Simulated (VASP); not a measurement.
# Ti (P6_3/mmc) in VASP: a series of runs

The runs below take Ti through single point, relaxation of cell and atoms, with PBEsol.

Program: VASP 6.6.1. These are calculated values, not measurements. Logs are shortened: lines on timing, memory, paths and dates and some standing lists are left out, and cuts for length are marked.

### Step 1. The cell of the first run

The structure is hexagonal, space group P6_3/mmc (No. 194). Conventional cell: a = 2.904 Å, b = 2.904 Å, c = 4.587 Å, α = 90.00°, β = 90.00°, γ = 120.00°. Ti (site symmetry -6m2) has 12 Ti at 2.84 to 2.90 Å within 3.7 Å.

### Step 2. Single point, PBEsol

Contents of INCAR:

```
  PREC = Accurate
  ENCUT = 520
  EDIFF = 1E-6
  ISMEAR = 0
  SIGMA = 0.02
  LREAL = False
  LASPH = True
  NELM = 80
  ALGO = Normal
  ISIF = 2
  LWAVE = False
  LCHARG = True
  GGA = PS
  LELF = True
  LVHAR = True
  NBANDS = 19
```

Contents of KPOINTS:

```
regular mesh
0
Gamma
  8 8 5
```

Contents of POSCAR:

```
Ti
1.0
    2.9039653952      0.0000000000      0.0000000000
   -1.4519826976      2.5149078039      0.0000000000
    0.0000000000      0.0000000000      4.5866205244
Ti
2
Direct
    0.3333333333      0.6666666667      0.2500000000
    0.6666666667      0.3333333333      0.7500000000
```

Potentials or basis: VASP PAW PBE potentials, release 64 (Ti_sv).

The run is started by

```console
$ cat potpaw_PBE.64/Ti_sv/POTCAR > POTCAR
$ mpirun -np 1 vasp_std > vasp.out
```

OUTCAR:

```text
PREC = Accurate
   ENCUT = 520
   EDIFF = 1E-6
   ISMEAR = 0
   LREAL = False
   LASPH = True
   NELM = 80
   ISIF = 2
   GGA = PS

 ion  position               nearest neighbor table
   1  0.333  0.667  0.250-   2 2.84   2 2.84   2 2.84   2 2.84   2 2.84   2 2.84
   2  0.667  0.333  0.750-   1 2.84   1 2.84   1 2.84   1 2.84   1 2.84   1 2.84

  LATTYP: Found a hexagonal cell.
 ALAT       =     2.9039653952
 C/A-ratio  =     1.5794336021

  Lattice vectors:

 A1 = (   2.9039653952,   0.0000000000,   0.0000000000)
 A2 = (  -1.4519826976,   2.5149078039,   0.0000000000)
 A3 = (   0.0000000000,   0.0000000000,   4.5866205244)

Analysis of symmetry for initial positions (statically):
=====================================================================
 Subroutine PRICEL returns:
 Original cell was already a primitive cell.

 Routine SETGRP: Setting up the symmetry group for a
 hexagonal supercell.

 Subroutine GETGRP returns: Found 24 space group operations
 (whereof 12 operations were pure point group operations)
 out of a pool of 24 trial point group operations.

The static configuration has the point symmetry D_3d.
 The point group associated with its full space group is D_6h.

Analysis of symmetry for dynamics (positions and initial velocities):
=====================================================================
 Subroutine PRICEL returns:
 Original cell was already a primitive cell.

 Routine SETGRP: Setting up the symmetry group for a
 hexagonal supercell.

 Subroutine GETGRP returns: Found 24 space group operations
 (whereof 12 operations were pure point group operations)
 out of a pool of 24 trial point group operations.

The dynamic configuration has the point symmetry D_3d.
 The point group associated with its full space group is D_6h.

 Subroutine INISYM returns: Found 24 space group operations
 (whereof 12 operations are pure point group operations),
 and found     1 'primitive' translations

----------------------------------------------------------------------------------------

                                     Primitive cell

  volume of cell :      33.4970

  direct lattice vectors                    reciprocal lattice vectors
     2.903965395  0.000000000  0.000000000     0.344356721  0.198814445  0.000000000
    -1.451982698  2.514907804  0.000000000     0.000000000  0.397628891  0.000000000
     0.000000000  0.000000000  4.586620524     0.000000000  0.000000000  0.218025449

  length of vectors
     2.903965395  2.903965395  4.586620524     0.397628891  0.397628891  0.218025449

  position of ions in fractional coordinates (direct lattice)
     0.333333333  0.666666667  0.250000000
     0.666666667  0.333333333  0.750000000

  ion indices of the primitive-cell ions
   primitive index   ion index
                 1           1
                 2           2

----------------------------------------------------------------------------------------

 KPOINTS: regular mesh

Automatic generation of k-mesh.
 Grid dimensions read from file:
 generate k-points for:    8    8    5

 Generating k-lattice:

  Cartesian coordinates                     Fractional coordinates (reciprocal lattice)
     0.043044590  0.024851806  0.000000000     0.125000000  0.000000000  0.000000000
     0.000000000  0.049703611  0.000000000     0.000000000  0.125000000  0.000000000
     0.000000000  0.000000000  0.043605090     0.000000000  0.000000000  0.200000000

  Length of vectors
     0.049703611  0.049703611  0.043605090

  Shift w.r.t. Gamma in fractional coordinates (k-lattice)
     0.000000000  0.000000000  0.000000000

 Subroutine IBZKPT returns following result:
 ===========================================

 Found     30 irreducible k-points:

 Following reciprocal coordinates:
            Coordinates               Weight
  0.000000  0.000000  0.000000      1.000000
  0.125000  0.000000  0.000000      6.000000
  0.250000  0.000000  0.000000      6.000000
  0.375000  0.000000  0.000000      6.000000
  0.500000  0.000000  0.000000      3.000000
  0.125000  0.125000  0.000000      6.000000
[... 16 lines left out ...]
  0.250000  0.000000  0.400000     12.000000
  0.375000  0.000000  0.400000     12.000000
 [... further k-points ...]
   k-points           NKPTS =     30   k-points in BZ     NKDIM =     30   number of bands    NBANDS=     19
   number of dos      NEDOS =    301   number of ions     NIONS =      2
   total plane-waves  NPLWV =  20736
   dimension x,y,z NGX =    24 NGY =   24 NGZ =   36
   dimension x,y,z NGXF=    48 NGYF=   48 NGZF=   72
   ions per type =               2
   NGX,Y,Z   is equivalent  to a cutoff of  13.74, 13.74, 13.05 a.u.
   NGXF,Y,Z  is equivalent  to a cutoff of  27.48, 27.48, 26.10 a.u.
 SYSTEM =  unknown system
   PREC   = accura    normal or accurate (medium, high low for compatibility)
   ISTART =      0    job   : 0-new  1-cont  2-samecut
   ICHARG =      2    charge: 1-file 2-atom 10-const
   ISPIN  =      1    spin polarized calculation?
   LNONCOLLINEAR =      F non collinear calculations
   LSORBIT =      F    spin-orbit coupling
   LASPH  =      T    aspherical Exc in radial PAW
   ENCUT  =  520.0 eV  38.22 Ry    6.18 a.u.   5.40  5.40  8.53*2*pi/ulx,y,z
   NELM   =     80;   NELMIN=  2; NELMDL= -5     # of ELM steps
   EDIFF  = 0.1E-05   stopping-criterion for ELM
   LREAL  =      F    real-space projection
   EDIFFG = 0.1E-04   stopping-criterion for IOM
   NSW    =      0    number of steps for IOM
   IBRION =     -1    ionic relax: 0-MD 1-quasi-New 2-CG
   NFREE  =      0    steps in history (QN), initial steepest desc. (CG)
   ISIF   =      2    stress and relaxation
   ISYM   =      2    0-nonsym 1-usesym 2-fastsym
   POTIM  = 0.5000    time-step for ionic-motion
   TEBEG  =    0.0;   TEEND  =   0.0 temperature during run
   PSTRESS=    0.0 pullay stress
   NELECT =      24.0000    total number of electrons
   NUPDOWN=      -1.0000    fix difference up-down
   EMIN   =  10.00;   EMAX   =-10.00  energy-range for DOS
   EFERMI =   0.00;   METHOD = LEGACY
   ISMEAR =     0;   SIGMA  =   0.02  broadening in eV -4-tet -1-fermi 0-gaus
   EFERMI_NEDOS =   21; number of points for ismear=-14 and -15
   IALGO  =     38    algorithm
   IMIX   =      4    mixing-type and parameters
     AMIX     =   0.40;   BMIX     =  1.00
     AMIX_MAG =   1.60;   BMIX_MAG =  1.00
  volume/ion in A,a.u.               =      16.75       113.02
  Fermi-wavevector in a.u.,A,eV,Ry     =   1.464906  2.768271 29.197423  2.145950
  Thomas-Fermi vector in A             =   2.580826
   LORBIT       =      0    0 simple, 1 ext, 2 COOP (PROOUT), +10 PAW based schemes
   GGA     = PS    functional components
   LHFCALC =     F    Hartree Fock is set to
   AEXX    =    0.0000 exact exchange contribution
   IVDW    =     0    specifies the selected vdW correction
   LEPSILON=     F    determine dielectric tensor
   LRPA    =     F    only Hartree local field effects (RPA)
 non-spin polarized calculation
 Gauss-broadening in eV      SIGMA  =   0.02
  energy-cutoff  :      520.00
  volume of cell :       33.50
 maximum number of plane-waves:       929
 NGX is ok and might be reduce to    24
   NGX = 11   NGY = 11   NGZ = 17

 number of electron      23.9999998 magnetization

 Free energy of the ion-electron system (eV)
  ---------------------------------------------------
  ext. energy  EPLUGINS =         0.00000000
  ---------------------------------------------------
  free energy    TOTEN  =       -16.68022067 eV

  energy without entropy =      -16.67953271  energy(sigma->0) =      -16.67987669

 E-fermi :   8.6643     XC(G=0): -11.8110

 val. band max:        8.6632981924   @ k =   0.2500   0.2500   0.4000
 cond. band min:       8.6812840278   @ k =   0.3750   0.2500   0.2000
 fundamental gap:      0.0179858354
 Fermi energy:         8.6642855897

 k-point     1 :       0.0000    0.0000    0.0000
  band No.  band energies     occupation
      1     -47.9830      2.00000
      2     -47.8197      2.00000
      3     -24.7269      2.00000
      4     -23.9888      2.00000
      5     -23.9888      2.00000
      6     -23.9154      2.00000
[... 11 lines left out ...]
     18      10.2548      0.00000
     19      11.8858      0.00000

 k-point     2 :       0.1250    0.0000    0.0000
  band No.  band energies     occupation
      1     -47.9654      2.00000
      2     -47.8131      2.00000
      3     -24.6884      2.00000
      4     -24.0662      2.00000
      5     -24.0144      2.00000
      6     -23.9531      2.00000
[... 11 lines left out ...]
     18      10.1996      0.00000
     19      12.0094      0.00000

 k-point     3 :       0.2500    0.0000    0.0000
  band No.  band energies     occupation
      1     -47.9206      2.00000
      2     -47.7990      2.00000
      3     -24.5852      2.00000
      4     -24.2553      2.00000
      5     -24.1377      2.00000
      6     -24.0729      2.00000
[... 11 lines left out ...]
     18      10.9487      0.00000
     19      12.1982      0.00000

 k-point     4 :       0.3750    0.0000    0.0000
  band No.  band energies     occupation
      1     -47.8700      2.00000
      2     -47.7904      2.00000
      3     -24.4538      2.00000
      4     -24.4464      2.00000
      5     -24.3124      2.00000
      6     -24.1283      2.00000
[... 11 lines left out ...]
     18      11.8477      0.00000
     19      12.3092      0.00000

 k-point     5 :       0.5000    0.0000    0.0000
  band No.  band energies     occupation
      1     -47.8444      2.00000
      2     -47.7914      2.00000
      3     -24.5256      2.00000
      4     -24.3825      2.00000
      5     -24.3767      2.00000
      6     -24.1506      2.00000
[... 11 lines left out ...]
     18      12.3439      0.00000
     19      13.1786      0.00000

 k-point     6 :       0.1250    0.1250    0.0000
  band No.  band energies     occupation
      1     -47.9341      2.00000
      2     -47.8027      2.00000
      3     -24.6174      2.00000
      4     -24.1729      2.00000
      5     -24.1328      2.00000
      6     -24.0182      2.00000
[... 11 lines left out ...]
     18      10.8430      0.00000
     19      12.1066      0.00000

 k-point     7 :       0.2500    0.1250    0.0000
  band No.  band energies     occupation
      1     -47.8859      2.00000
      2     -47.7919      2.00000
      3     -24.4977      2.00000
      4     -24.3492      2.00000
      5     -24.2714      2.00000
      6     -24.1093      2.00000
[... 11 lines left out ...]
     18      11.8796      0.00000
     19      12.1894      0.00000

 k-point     8 :       0.3750    0.1250    0.0000
  band No.  band energies     occupation
      1     -47.8447      2.00000
      2     -47.7911      2.00000
      3     -24.4834      2.00000
      4     -24.3783      2.00000
      5     -24.3501      2.00000
      6     -24.1822      2.00000
[... 256 lines left out ...]
 k-point    20 :       0.3750    0.2500    0.2000
  band No.  band energies     occupation
      1     -47.8181      2.00000
      2     -47.8002      2.00000
      3     -24.4807      2.00000
      4     -24.4050      2.00000
      5     -24.3470      2.00000
      6     -24.1648      2.00000
[... 11 lines left out ...]
     18      12.0778      0.00000
     19      14.4548      0.00000

 k-point    21 :       0.0000    0.0000    0.4000
  band No.  band energies     occupation
      1     -47.9271      2.00000
      2     -47.8767      2.00000
      3     -24.4546      2.00000
      4     -24.2041      2.00000
      5     -23.9490      2.00000
      6     -23.9490      2.00000
[... 11 lines left out ...]
     18      11.2417      0.00000
     19      11.7290      0.00000

 k-point    22 :       0.1250    0.0000    0.4000
  band No.  band energies     occupation
      1     -47.9132      2.00000
      2     -47.8662      2.00000
      3     -24.4521      2.00000
      4     -24.2337      2.00000
      5     -24.0081      2.00000
      6     -23.9694      2.00000
[... 11 lines left out ...]
     18      11.2940      0.00000
     19      11.7274      0.00000

 k-point    23 :       0.2500    0.0000    0.4000
  band No.  band energies     occupation
      1     -47.8789      2.00000
      2     -47.8413      2.00000
      3     -24.4766      2.00000
      4     -24.3497      2.00000
      5     -24.1140      2.00000
      6     -24.0249      2.00000
[... 11 lines left out ...]
     18      11.5278      0.00000
     19      11.7612      0.00000

 k-point    24 :       0.3750    0.0000    0.4000
  band No.  band energies     occupation
      1     -47.8425      2.00000
      2     -47.8179      2.00000
      3     -24.5654      2.00000
      4     -24.5007      2.00000
      5     -24.1475      2.00000
      6     -24.0639      2.00000
[... 11 lines left out ...]
     18      11.9487      0.00000
     19      12.0305      0.00000

 [... further k-points ...]
[... 5 lines left out ...]
  --------------------------------------------------------------------------------------
  -------------------------------------------------------------------------------------
  Total       -0.0556474     -0.0556474     -0.0550092     -0.0000000      0.0000000      0.0000000
  in kB       -2.6616389     -2.6616389     -2.6311136     -0.0000000      0.0000000      0.0000000
  external PRESSURE =      -2.6514638 kB  Pullay stress =       0.0000000 kB

 VOLUME and BASIS-vectors are now :
 -----------------------------------------------------------------------------
  energy-cutoff  :      520.00
  volume of cell :       33.50
      direct lattice vectors                 reciprocal lattice vectors
     2.903965395  0.000000000  0.000000000     0.344356721  0.198814445  0.000000000
    -1.451982698  2.514907804  0.000000000     0.000000000  0.397628891  0.000000000
     0.000000000  0.000000000  4.586620524     0.000000000  0.000000000  0.218025449

 POSITION                                       TOTAL-FORCE (eV/Angst)
 -----------------------------------------------------------------------------------
     -0.00000      1.67661      1.14666         0.000000     -0.000000      0.000000
      1.45198      0.83830      3.43997        -0.000000      0.000000      0.000000
 -----------------------------------------------------------------------------------
    total drift:                               -0.000000      0.000000     -0.000000

  FREE ENERGIE OF THE ION-ELECTRON SYSTEM (eV)
  ---------------------------------------------------
  free  energy   TOTEN  =       -16.6802206708 eV

  energy  without entropy=      -16.6795327050  energy(sigma->0) =      -16.67987669
```

Run time: 15 s. Hardware: 1 thread of Intel Xeon Platinum 8488C (Sapphire Rapids), shared host; peak memory 0.16 GiB.

What came out:

```
Free energy            : -16.6802 eV
Pressure               : -0.3 GPa
Band gap on the k mesh : zero (band 12 reaches 9.38 eV, above the bottom of band 13 at 8.39 eV)
```

Levels at points of the mesh, in eV from the Fermi level:
```
           k point  band 9  band 10  band 11  band 12  band 13  band 14  band 15  band 16
(0.00, 0.00, 0.00)   -6.36    -2.85     0.72     0.72     0.84     0.86     1.25     1.25
(0.50, 0.00, 0.00)   -2.47    -2.34    -2.02    -0.66     0.38     0.59     1.17     3.43
```

Caveat: the PAW data sets were made with another functional, which shifts forces and pressure a little.

### Step 3. Relaxation of cell and atoms, PBEsol

This run uses another cell than the first one, of 17.64 Å³/atom, 1.053 times its volume.

Contents of INCAR:

```
SYSTEM = Ti
ALGO     = Normal         ! electronic algorithm
EDIFF    = 1E-6           ! SCF threshold, eV
EDIFFG   = -0.02          ! ionic threshold
ENCUT    = 600            ! plane-wave cutoff, eV
GGA      = PS             ! functional
IBRION   = 2              ! ionic algorithm
ISIF     = 3              ! what is computed and relaxed
ISMEAR   = 0              ! smearing method
LASPH    = .True.         ! aspherical terms in the spheres
LCHARG   = .False.        ! write CHGCAR
LREAL    = .False.        ! projectors in reciprocal space
LWAVE    = .False.        ! write WAVECAR
NELM     = 80             ! most SCF steps
NSW      = 80             ! ionic steps
PREC     = Accurate       ! precision mode
SIGMA    = 0.02           ! smearing width, eV
```

Contents of KPOINTS:

```
k-points
0
Gamma
  8 8 5
  0 0 0
```

Contents of POSCAR:

```
Ti
1.0
    2.9500000000      0.0000000000      0.0000000000
   -1.4750000000      2.5547700000      0.0000000000
    0.0000000000      0.0000000000      4.6800000000
Ti
2
Direct
    0.3333333333      0.6666666667      0.2500000000
    0.6666666667      0.3333333333      0.7500000000
```

Potentials or basis: VASP PAW PBE potentials, release 64 (Ti_sv).

The run is started by

```console
$ cat potpaw_PBE.64/Ti_sv/POTCAR > POTCAR
$ mpirun -np 1 vasp_std > vasp.out
```

Wall time 61 s (1 thread of Intel Xeon Platinum 8488C (Sapphire Rapids), shared host); peak memory 0.17 GiB.

Results (log left out):

```
Free energy                            : -16.6807 eV
Relaxed volume                         : 16.72 Å³/atom
Relaxed cell                           : a = 2.902 Å, b = 2.902 Å, c = 4.584 Å, α = 90.00°, β = 90.00°, γ = 120.00°
Space group after relaxing (to 0.05 Å) : P6_3/mmc (No. 194)
Energy gained by relaxing              : 17.9 meV/atom
Ionic steps                            : 6
Pressure after relaxing                : -0.1 GPa
Band gap on the k mesh                 : zero (band 12 reaches 9.40 eV, above the bottom of band 13 at 8.41 eV)
```

The path:
```csv
step,energy change (eV),largest force (eV/Å),pressure (GPa),volume (Å³)
1,0.0000,0.0000,-5.83,35.27
2,-0.0155,0.0000,5.10,32.10
3,-0.0358,0.0000,0.01,33.41
4,-0.0358,0.0000,-0.12,33.44
5,-0.0359,0.0000,-0.11,33.44
6,-0.0359,0.0000,-0.10,33.44
```

Final structure:
```
CELL_PARAMETERS angstrom
2.90235 0.00000 0.00000
-1.45117 2.51350 0.00000
0.00000 0.00000 4.58430
ATOMIC_POSITIONS crystal
Ti 0.33333 0.66667 0.25000
Ti 0.66667 0.33333 0.75000
```

Levels at points of the mesh, in eV from the Fermi level:
```tsv
k point	band 10	band 11	band 12	band 13	band 14	band 15
(0.00, 0.00, 0.00)	-2.86	0.72	0.72	0.84	0.86	1.25
(0.50, 0.00, 0.00)	-2.35	-2.02	-0.66	0.39	0.59	1.17
```

Caveat: the PAW data sets were made with another functional, which shifts forces and pressure a little.
